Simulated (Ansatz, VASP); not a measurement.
## WS2 in VASP and in Ansatz

The input INCAR:

```
  ALGO = Normal
  EDIFF = 1E-6
  ENCUT = 520
  GGA = PE
  ISIF = 2
  ISMEAR = 0
  IVDW = 12
  LASPH = T
  LCHARG = F
  LREAL = F
  LWAVE = F
  NBANDS = 35
  NELM = 80
  PREC = Accurate
  SIGMA = 0.05
```

KPOINTS

```
k-points
0
Gamma
  12 12 4
```

File POSCAR:

```
WS2
1.0
    3.4065426778      0.0000000000      0.0000000000
   -1.7032713389      2.9501524981      0.0000000000
    0.0000000000      0.0000000000     11.1687164036
W S
2 4
Direct
    0.3333333333      0.6666666667      0.2500000000
    0.6666666667      0.3333333333      0.7500000000
    0.3333333333      0.6666666667      0.6202874207
    0.6666666667      0.3333333333      0.1202874207
    0.3333333333      0.6666666667      0.8797125793
    0.6666666667      0.3333333333      0.3797125793
```

Input for Ansatz:

```yaml
crystal:
  lattice:
    - [3.4065426778, 0.0, 0.0]
    - [-1.7032713389, 2.9501524981, 0.0]
    - [0.0, 0.0, 11.1687164036]
  atoms:
    - { symbol: W, position: [0.3333333333, 0.6666666667, 0.25] }
    - { symbol: W, position: [0.6666666667, 0.3333333333, 0.75] }
    - { symbol: S, position: [0.3333333333, 0.6666666667, 0.6202874207] }
    - { symbol: S, position: [0.6666666667, 0.3333333333, 0.1202874207] }
    - { symbol: S, position: [0.3333333333, 0.6666666667, 0.8797125793] }
    - { symbol: S, position: [0.6666666667, 0.3333333333, 0.3797125793] }
basis:
  ecutwfc: 420
kpoints:
  mp_grid: { grid: [12, 12, 4] }
hamiltonian:
  xc: pbe
  dispersion: d3bj
scf:
  occupations: { method: gaussian, width: 0.05 }
output:
  forces: true
  stress: true
  eigenvalues: true
```

Change from the starting cell: strain +0.080 along x and y, -0.080 along z, atoms carried along.

Alike in both runs: task single point; functional PBE; dispersion D3(BJ); k mesh 12 × 12 × 4; occupations gaussian, width 0.05 eV; no spin polarisation.

|  | VASP | Ansatz |
| --- | --- | --- |
| version | VASP 6.6.1 | Ansatz 0.2.0 |
| potentials or method | VASP PAW PBE potentials, release 64 (W_sv, S), cutoff 520 eV | scalar-relativistic, plane waves, PAW |
| valence electrons in the cell | 52 | 52 |

|  | VASP | Ansatz | Ansatz less VASP |
| --- | --- | --- | --- |
| gap on the k mesh at the Fermi level (eV) | none | none | - |
| pressure (GPa) | -8.1 | -8.0 | +0.04 |
| traceless stress, the component that is largest in VASP (GPa) | 17.34 | 17.31 | -0.033 |
| rms of the force components (eV/Å) | 0.306 | 0.305 | -0.0011 |

Atom by atom the forces differ by 0.001 eV/Å (rms over components). A gap of «none» marks a metal or a gap that the smearing closes.

Spin-orbit coupling is off throughout.
